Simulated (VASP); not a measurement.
## CoSi2: single point with PBEsol

CoSi2:

```
Co Si
1.0
     0.00000    2.78907    2.52344
     2.78907    0.00000    2.52344
     2.78907    2.78907    0.00000
Co Si
1 2
Direct
  0.00000 0.00000 0.00000
  0.25000 0.25000 0.25000
  0.75000 0.75000 0.75000
```

This cell differs from its parent crystal: strain +0.050 along x and y, -0.050 along z.

* Program: VASP 6.6.1
* Task: single point
* Functional: PBEsol
* Potentials or basis: VASP PAW PBE potentials, release 64 (Co, Si)
* Cutoff: 520 eV
* k mesh: 16 × 16 × 16
* Occupations: gaussian, width 0.15 eV
* Spin: no spin polarisation
* Dipole correction: no
* Further INCAR settings: ALGO = Normal; EDIFF = 1e-06; NBANDS = 16

```json
{
 "Pressure": "-7.3 GPa",
 "Band gap on the k mesh": "zero (an odd number of electrons rules out a gap without spin polarisation)"
}
```

Stress tensor (GPa, compression positive):
```
-11.26   0.00   0.00
  0.00 -11.26   0.00
  0.00   0.00   0.51
```

Levels at points of the mesh, in eV from the Fermi level:
```csv
k point,band 5,band 6,band 7,band 8,band 9,band 10,band 11,band 12,band 13,band 14
"(0.00, 0.00, 0.00)",-2.03,-1.61,0.68,2.49,3.05,3.05,3.79,3.79,4.12,4.55
"(0.50, 0.00, 0.00)",-2.14,-1.51,-1.50,-0.79,-0.27,2.90,3.01,3.22,4.66,9.56
"(0.50, 0.50, 0.00)",-3.96,-1.81,-1.81,-1.62,-1.32,1.06,2.53,8.80,9.20,9.20
"(0.50, 0.00, 0.50)",-2.76,-2.21,-1.99,-1.69,-1.19,1.73,3.08,8.03,8.24,9.99
```

It took 4.8 min on 1 thread of Intel Xeon 8259CL, with other jobs on the host, peak memory 0.33 GiB.

Caveat: the cell differs from its parent crystal (strain +0.050 along x and y, -0.050 along z); the cell stands under tension; the PAW data sets were made with another functional, which shifts forces and pressure a little; the run has no spin polarisation, though such a crystal can be magnetic. Spin polarisation is off, so any magnetic state and its effect on volume and gap are missing.
